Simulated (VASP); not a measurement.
# Li (Fm-3m) in VASP: notebook

The runs below take Li through single point, with r2SCAN.

All numbers are computed with VASP 6.6.1; they aren't measurements. Logs are shortened: lines on timing, memory, paths and dates and some standing lists are left out, and cuts for length are marked.

## (1) The cell of the first run

It takes space group Fm-3m (No. 225, cubic). The conventional cell has a = 4.462 Å, b = 4.462 Å, c = 4.462 Å, α = 90.00°, β = 90.00°, γ = 90.00°. Within 4.2 Å of Li (site symmetry m-3m) lie 12 Li at 3.16 Å.

This isn't the form of Li at room conditions, which is bcc.

## (2) Single point, r2SCAN (22.21 Å³/atom)

POSCAR reads:

```
Li
1.0
    0.0000000000      2.2311201406      2.2311201406
    2.2311201406      0.0000000000      2.2311201406
    2.2311201406      2.2311201406      0.0000000000
Li
1
Direct
    0.0000000000      0.0000000000      0.0000000000
```

INCAR.step1 reads:

```
PREC = Accurate
ENCUT = 520
ISMEAR = 0
SIGMA = 0.1
LREAL = F
LASPH = T
NELM = 80
NBANDS = 8
GGA = PE
ALGO = Normal
EDIFF = 1E-4
LWAVE = T
LCHARG = F
```

INCAR.step2 reads:

```
PREC = Accurate
ENCUT = 520
EDIFF = 1E-6
ISMEAR = 0
SIGMA = 0.1
LREAL = F
LASPH = T
NELM = 80
ALGO = Normal
ISIF = 2
LWAVE = F
LCHARG = T
METAGGA = R2SCAN
LMIXTAU = T
LELF = T
LVHAR = T
NBANDS = 8
ISTART = 1
```

KPOINTS reads:

```
regular mesh
0
Gamma
  16 16 16
```

Potentials or basis: VASP PAW PBE potentials, release 64 (Li_sv).

On the command line:

```bash
cat potpaw_PBE.64/Li_sv/POTCAR > POTCAR
cp INCAR.step1 INCAR
mpirun -np 1 vasp_std > vasp.out
cp INCAR.step2 INCAR
mpirun -np 1 vasp_std > vasp.out
```

OUTCAR:

```text
PREC = Accurate
   ENCUT = 520
   EDIFF = 1E-6
   ISMEAR = 0
   LREAL = F
   LASPH = T
   NELM = 80
   ISIF = 2
   METAGGA = R2SCAN
   ISTART = 1

 ion  position               nearest neighbor table
   1  0.000  0.000  0.000-

  LATTYP: Found a face centered cubic cell.
 ALAT       =     4.4622402812

  Lattice vectors:

 A1 = (   0.0000000000,   2.2311201406,   2.2311201406)
 A2 = (   2.2311201406,   0.0000000000,   2.2311201406)
 A3 = (   2.2311201406,   2.2311201406,   0.0000000000)

Analysis of symmetry for initial positions (statically):
=====================================================================
 Subroutine PRICEL returns:
 Original cell was already a primitive cell.

 Routine SETGRP: Setting up the symmetry group for a
 face centered cubic supercell.

 Subroutine GETGRP returns: Found 48 space group operations
 (whereof 48 operations were pure point group operations)
 out of a pool of 48 trial point group operations.

The static configuration has the point symmetry O_h .

Analysis of symmetry for dynamics (positions and initial velocities):
=====================================================================
 Subroutine PRICEL returns:
 Original cell was already a primitive cell.

 Routine SETGRP: Setting up the symmetry group for a
 face centered cubic supercell.

 Subroutine GETGRP returns: Found 48 space group operations
 (whereof 48 operations were pure point group operations)
 out of a pool of 48 trial point group operations.

The dynamic configuration has the point symmetry O_h .

 Subroutine INISYM returns: Found 48 space group operations
 (whereof 48 operations are pure point group operations),
 and found     1 'primitive' translations

----------------------------------------------------------------------------------------

                                     Primitive cell

  volume of cell :      22.2126

  direct lattice vectors                    reciprocal lattice vectors
     0.000000000  2.231120141  2.231120141    -0.224102679  0.224102679  0.224102679
     2.231120141  0.000000000  2.231120141     0.224102679 -0.224102679  0.224102679
     2.231120141  2.231120141  0.000000000     0.224102679  0.224102679 -0.224102679

  length of vectors
     3.155280362  3.155280362  3.155280362     0.388157226  0.388157226  0.388157226

  position of ions in fractional coordinates (direct lattice)
     0.000000000  0.000000000  0.000000000

  ion indices of the primitive-cell ions
   primitive index   ion index
                 1           1

----------------------------------------------------------------------------------------

 KPOINTS: regular mesh

Automatic generation of k-mesh.
 Grid dimensions read from file:
 generate k-points for:   16   16   16

 Generating k-lattice:

  Cartesian coordinates                     Fractional coordinates (reciprocal lattice)
    -0.014006417  0.014006417  0.014006417     0.062500000  0.000000000  0.000000000
     0.014006417 -0.014006417  0.014006417     0.000000000  0.062500000  0.000000000
     0.014006417  0.014006417 -0.014006417     0.000000000  0.000000000  0.062500000

  Length of vectors
     0.024259827  0.024259827  0.024259827

  Shift w.r.t. Gamma in fractional coordinates (k-lattice)
     0.000000000  0.000000000  0.000000000

 Subroutine IBZKPT returns following result:
 ===========================================

 Found    145 irreducible k-points:

 Following reciprocal coordinates:
            Coordinates               Weight
  0.000000  0.000000  0.000000      1.000000
  0.062500  0.000000  0.000000      8.000000
  0.125000  0.000000  0.000000      8.000000
  0.187500  0.000000  0.000000      8.000000
  0.250000  0.000000  0.000000      8.000000
  0.312500  0.000000  0.000000      8.000000
[... 16 lines left out ...]
 -0.125000  0.062500  0.000000     24.000000
 -0.062500  0.062500  0.000000     12.000000
 [... further k-points ...]
   k-points           NKPTS =    145   k-points in BZ     NKDIM =    145   number of bands    NBANDS=      8
   number of dos      NEDOS =    301   number of ions     NIONS =      1
   total plane-waves  NPLWV =  13824
   dimension x,y,z NGX =    24 NGY =   24 NGZ =   24
   dimension x,y,z NGXF=    48 NGYF=   48 NGZF=   48
   ions per type =               1
   NGX,Y,Z   is equivalent  to a cutoff of  12.65, 12.65, 12.65 a.u.
   NGXF,Y,Z  is equivalent  to a cutoff of  25.29, 25.29, 25.29 a.u.
 SYSTEM =  unknown system
   PREC   = accura    normal or accurate (medium, high low for compatibility)
   ISTART =      1    job   : 0-new  1-cont  2-samecut
   ICHARG =      0    charge: 1-file 2-atom 10-const
   ISPIN  =      1    spin polarized calculation?
   LNONCOLLINEAR =      F non collinear calculations
   LSORBIT =      F    spin-orbit coupling
   LASPH  =      T    aspherical Exc in radial PAW
   ENCUT  =  520.0 eV  38.22 Ry    6.18 a.u.   5.87  5.87  5.87*2*pi/ulx,y,z
   NELM   =     80;   NELMIN=  2; NELMDL=  0     # of ELM steps
   EDIFF  = 0.1E-05   stopping-criterion for ELM
   LREAL  =      F    real-space projection
   EDIFFG = 0.1E-04   stopping-criterion for IOM
   NSW    =      0    number of steps for IOM
   IBRION =     -1    ionic relax: 0-MD 1-quasi-New 2-CG
   NFREE  =      0    steps in history (QN), initial steepest desc. (CG)
   ISIF   =      2    stress and relaxation
   ISYM   =      2    0-nonsym 1-usesym 2-fastsym
   POTIM  = 0.5000    time-step for ionic-motion
   TEBEG  =    0.0;   TEEND  =   0.0 temperature during run
   PSTRESS=    0.0 pullay stress
   NELECT =       3.0000    total number of electrons
   NUPDOWN=      -1.0000    fix difference up-down
   EMIN   =  10.00;   EMAX   =-10.00  energy-range for DOS
   EFERMI =   0.00;   METHOD = LEGACY
   ISMEAR =     0;   SIGMA  =   0.10  broadening in eV -4-tet -1-fermi 0-gaus
   EFERMI_NEDOS =   21; number of points for ismear=-14 and -15
   IALGO  =     38    algorithm
   IMIX   =      4    mixing-type and parameters
     AMIX     =   0.40;   BMIX     =  1.00
     AMIX_MAG =   1.60;   BMIX_MAG =  1.00
  volume/ion in A,a.u.               =      22.21       149.90
  Fermi-wavevector in a.u.,A,eV,Ry     =   0.839941  1.587259  9.598930  0.705501
  Thomas-Fermi vector in A             =   1.954242
   LORBIT       =      0    0 simple, 1 ext, 2 COOP (PROOUT), +10 PAW based schemes
   METAGGA = R2SCAN    functional components
   LHFCALC =     F    Hartree Fock is set to
   AEXX    =    0.0000 exact exchange contribution
   IVDW    =     0    specifies the selected vdW correction
   LEPSILON=     F    determine dielectric tensor
   LRPA    =     F    only Hartree local field effects (RPA)
 non-spin polarized calculation
 Gauss-broadening in eV      SIGMA  =   0.10
  energy-cutoff  :      520.00
  volume of cell :       22.21
 maximum number of plane-waves:       612
   NGX = 11   NGY = 11   NGZ = 11

 number of electron       3.0000011 magnetization

 Free energy of the ion-electron system (eV)
  ---------------------------------------------------
  ext. energy  EPLUGINS =         0.00000000
  ---------------------------------------------------
  free energy    TOTEN  =        -2.38428613 eV

  energy without entropy =       -2.38218871  energy(sigma->0) =       -2.38323742

 E-fermi :   0.3919     XC(G=0):  -7.2106

 val. band max:        0.3146524545   @ k =   0.4375   0.3750   0.0625
 cond. band min:       0.4105208467   @ k =   0.4375   0.3125   0.0000
 fundamental gap:      0.0958683923
 Fermi energy:         0.3919195549

 k-point     1 :       0.0000    0.0000    0.0000
  band No.  band energies     occupation
      1     -47.9083      2.00000
      2      -3.2995      2.00000
      3      15.4595      0.00000
      4      15.4595      0.00000
      5      15.4619      0.00000
      6      18.6864      0.00000
      7      18.6864      0.00000
      8      18.6870      0.00000

 k-point     2 :       0.0625    0.0000    0.0000
  band No.  band energies     occupation
      1     -47.9077      2.00000
      2      -3.2262      2.00000
      3      14.5184      0.00000
      4      15.2581      0.00000
      5      15.2601      0.00000
      6      18.2034      0.00000
      7      19.0207      0.00000
      8      19.0213      0.00000

 k-point     3 :       0.1250    0.0000    0.0000
  band No.  band energies     occupation
      1     -47.9061      2.00000
      2      -3.0068      2.00000
      3      12.5928      0.00000
      4      14.8343      0.00000
      5      14.8362      0.00000
      6      18.2046      0.00000
      7      19.7485      0.00000
      8      19.7493      0.00000

 k-point     4 :       0.1875    0.0000    0.0000
  band No.  band energies     occupation
      1     -47.9040      2.00000
      2      -2.6421      2.00000
      3      10.5332      0.00000
      4      14.4060      0.00000
      5      14.4079      0.00000
      6      18.4450      0.00000
      7      20.0221      0.00000
      8      20.0229      0.00000

 k-point     5 :       0.2500    0.0000    0.0000
  band No.  band energies     occupation
      1     -47.9015      2.00000
      2      -2.1346      2.00000
      3       8.5650      0.00000
      4      14.0620      0.00000
      5      14.0639      0.00000
      6      18.6181      0.00000
      7      19.2853      0.00000
      8      19.2858      0.00000
[... 177 lines left out ...]
 k-point    22 :      -0.1875    0.0625    0.0000
  band No.  band energies     occupation
      1     -47.9028      2.00000
      2      -2.4229      2.00000
      3       9.8797      0.00000
      4      13.0357      0.00000
      5      15.0716      0.00000
      6      18.4172      0.00000
      7      19.2342      0.00000
      8      19.8581      0.00000

 k-point    23 :      -0.1250    0.0625    0.0000
  band No.  band energies     occupation
      1     -47.9051      2.00000
      2      -2.8362      2.00000
      3      11.8913      0.00000
      4      13.4495      0.00000
      5      15.4208      0.00000
      6      18.1821      0.00000
      7      19.3894      0.00000
      8      20.6815      0.00000

 k-point    24 :      -0.0625    0.0625    0.0000
  band No.  band energies     occupation
      1     -47.9068      2.00000
      2      -3.1042      2.00000
      3      13.7683      0.00000
      4      14.0704      0.00000
      5      15.5489      0.00000
      6      17.9744      0.00000
      7      18.9403      0.00000
      8      20.2916      0.00000

 [... further k-points ...]

------------------------ aborting loop because EDIFF is reached ----------------------------------------

  FORCE on cell =-STRESS in cart. coord.  units (eV):
  Direction    XX          YY          ZZ          XY          YZ          ZX
  --------------------------------------------------------------------------------------
  -------------------------------------------------------------------------------------
  Total       -0.1283679     -0.1283679     -0.1283679     -0.0000000      0.0000000      0.0000000
  in kB       -9.2590874     -9.2590874     -9.2590874     -0.0000000      0.0000000      0.0000000
  external PRESSURE =      -9.2590874 kB  Pullay stress =       0.0000000 kB

 VOLUME and BASIS-vectors are now :
 -----------------------------------------------------------------------------
  energy-cutoff  :      520.00
  volume of cell :       22.21
      direct lattice vectors                 reciprocal lattice vectors
     0.000000000  2.231120141  2.231120141    -0.224102679  0.224102679  0.224102679
     2.231120141  0.000000000  2.231120141     0.224102679 -0.224102679  0.224102679
     2.231120141  2.231120141  0.000000000     0.224102679  0.224102679 -0.224102679

 POSITION                                       TOTAL-FORCE (eV/Angst)
 -----------------------------------------------------------------------------------
      0.00000      0.00000      0.00000         0.000000      0.000000      0.000000
 -----------------------------------------------------------------------------------
    total drift:                               -0.000000      0.000000     -0.000000

  FREE ENERGIE OF THE ION-ELECTRON SYSTEM (eV)
  ---------------------------------------------------
  free  energy   TOTEN  =        -2.3842861328 eV

  energy  without entropy=       -2.3821887117  energy(sigma->0) =       -2.38323742
```

It took 2.2 min on 1 thread of Intel Xeon 8259CL, shared host; peak memory 0.15 GiB.

Results:

- Free energy: -2.3843 eV
- Band gap on the k mesh: zero (an odd number of electrons rules out a gap without spin polarisation)

Caveat: the cutoff is under 1.25 times the usual one of these potentials, so pressure, stress and relaxed cells hold a basis-set (Pulay) error; the PAW data sets were made with another functional, which shifts forces and pressure a little.

## (3) Single point, r2SCAN (23.05 Å³/atom)

This run uses another cell than the first one, of 23.05 Å³/atom.

POSCAR reads:

```
Li
1.0
    0.0000000000      2.2588387530      2.2588387530
    2.2588387530      0.0000000000      2.2588387530
    2.2588387530      2.2588387530      0.0000000000
Li
1
Direct
    0.0000000000      0.0000000000      0.0000000000
```

INCAR.step1 reads:

```
PREC = Accurate ; ENCUT = 520
ISMEAR = 0 ; SIGMA = 0.1
LREAL = False ; LASPH = True
NELM = 100 ; NBANDS = 8
GGA = PE ; ALGO = Normal
EDIFF = 1E-4 ; LWAVE = True
LCHARG = False
```

INCAR.step2 reads:

```
PREC = Accurate ; ENCUT = 520
EDIFF = 1E-6 ; ISMEAR = 0
SIGMA = 0.1 ; LREAL = False
LASPH = True ; NELM = 100
ALGO = Normal ; ISIF = 2
LWAVE = False ; LCHARG = False
METAGGA = R2SCAN ; LMIXTAU = True
NBANDS = 8 ; ISTART = 1
```

KPOINTS is that of step 2.

Potentials or basis: VASP PAW PBE potentials, release 64 (Li_sv).

On the command line:

```bash
cat potpaw_PBE.64/Li_sv/POTCAR > POTCAR
cp INCAR.step1 INCAR
mpirun -np 1 vasp_std > vasp.out
cp INCAR.step2 INCAR
mpirun -np 1 vasp_std > vasp.out
```

It took 1.9 min on 1 thread of Intel Xeon 8259CL, shared host; peak memory 0.15 GiB.

The run converged. Its results:

| Property | Result |
| --- | --- |
| Free energy | -2.3792 eV |
| Band gap on the k mesh | zero (an odd number of electrons rules out a gap without spin polarisation) |

Levels at points of the mesh, in eV from the Fermi level:
```csv
k point,band 1,band 2,band 3,band 4,band 5,band 6
"(0.00, 0.00, 0.00)",-48.39,-3.63,14.70,14.70,14.70,17.87
"(0.50, 0.00, 0.00)",-48.38,0.05,2.82,12.91,12.91,16.27
"(0.50, 0.50, 0.00)",-48.37,1.59,4.62,8.57,8.57,10.42
```

Caveat: the cutoff is under 1.25 times the usual one of these potentials, so pressure, stress and relaxed cells hold a basis-set (Pulay) error; the PAW data sets were made with another functional, which shifts forces and pressure a little.

The gap in the log of VASP goes by the Fermi energy; the results here count the filled bands.